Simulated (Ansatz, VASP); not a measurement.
**Sb: VASP beside Ansatz**

File POSCAR:

```
Sb
1.0
    3.2342401723      0.0000000000      0.0000000000
   -1.6171200862      2.8009341512      0.0000000000
    0.0000000000      0.0000000000      5.1168000000
Sb
2
Direct
    0.3333333333      0.6666666667      0.2500000000
    0.6666666667      0.3333333333      0.7500000000
```

INCAR.step1

```
PREC     = Accurate       # precision mode
ENCUT    = 520            # plane-wave cutoff, eV
ISMEAR   = 0              # smearing method
SIGMA    = 0.15           # smearing width, eV
LREAL    = False          # projectors in reciprocal space
LASPH    = True           # aspherical terms in the spheres
NELM     = 60             # most SCF steps
NBANDS   = 12             # bands
GGA      = PE             # functional
ALGO     = Normal         # electronic algorithm
EDIFF    = 1E-4           # SCF threshold, eV
LWAVE    = True           # write WAVECAR
LCHARG   = False          # write CHGCAR
```

INCAR.step2

```
PREC     = Accurate       # precision mode
ENCUT    = 520            # plane-wave cutoff, eV
EDIFF    = 1E-6           # SCF threshold, eV
ISMEAR   = 0              # smearing method
SIGMA    = 0.15           # smearing width, eV
LREAL    = False          # projectors in reciprocal space
LASPH    = True           # aspherical terms in the spheres
NELM     = 60             # most SCF steps
ALGO     = Normal         # electronic algorithm
ISIF     = 2              # what is computed and relaxed
LWAVE    = False          # write WAVECAR
LCHARG   = False          # write CHGCAR
METAGGA  = R2SCAN         # meta-GGA
LMIXTAU  = True         
NBANDS   = 12             # bands
ISTART   = 1
```

The input KPOINTS:

```
Automatic mesh
0
Gamma
  18 18 10
```

Input for Ansatz:

```yaml
crystal:
  lattice:
    - [3.2342401723, 0.0, 0.0]
    - [-1.6171200862, 2.8009341512, 0.0]
    - [0.0, 0.0, 5.1168]
  atoms:
    - { symbol: Sb, position: [0.3333333333, 0.6666666667, 0.25] }
    - { symbol: Sb, position: [0.6666666667, 0.3333333333, 0.75] }
basis:
  ecutwfc: 500
kpoints:
  mp_grid: { grid: [18, 18, 10] }
hamiltonian:
  xc: r2scan
scf:
  occupations: { method: gaussian, width: 0.15 }
output:
  forces: true
  stress: true
  eigenvalues: true
  write_density: true
  write_potential: true
  elf: true
  volumetric_format: npy
```

Change from the starting cell: strain -0.040 along x and y, -0.040 along z, atoms carried along.

Alike in both runs: task single point; functional r2SCAN; k mesh 18 × 18 × 10; occupations gaussian, width 0.15 eV; no spin polarisation.

```csv
,VASP,Ansatz
version,VASP 6.6.1,Ansatz 0.2.0
potentials or method,"VASP PAW PBE potentials, release 64 (Sb), cutoff 520 eV","scalar-relativistic, plane waves, PAW"
valence electrons in the cell,10,30
```

```tsv
	VASP	Ansatz	Ansatz less VASP
gap on the k mesh at the Fermi level (eV)	none	none	-
pressure (GPa)	13.8	13.8	0.00
traceless stress, the component that is largest in VASP (GPa)	1.51	1.49	-0.019
```

VASP's potentials were made for PBE, not for r2SCAN. A gap of «none» marks a metal or a gap that the smearing closes. The functional is the same, so the differences come from potentials, cutoffs and numerics. VASP's potentials hold 10 valence electrons a cell and Ansatz's 30, so a difference there can come from the potentials and not from the codes.

Neither program's run includes spin-orbit coupling.
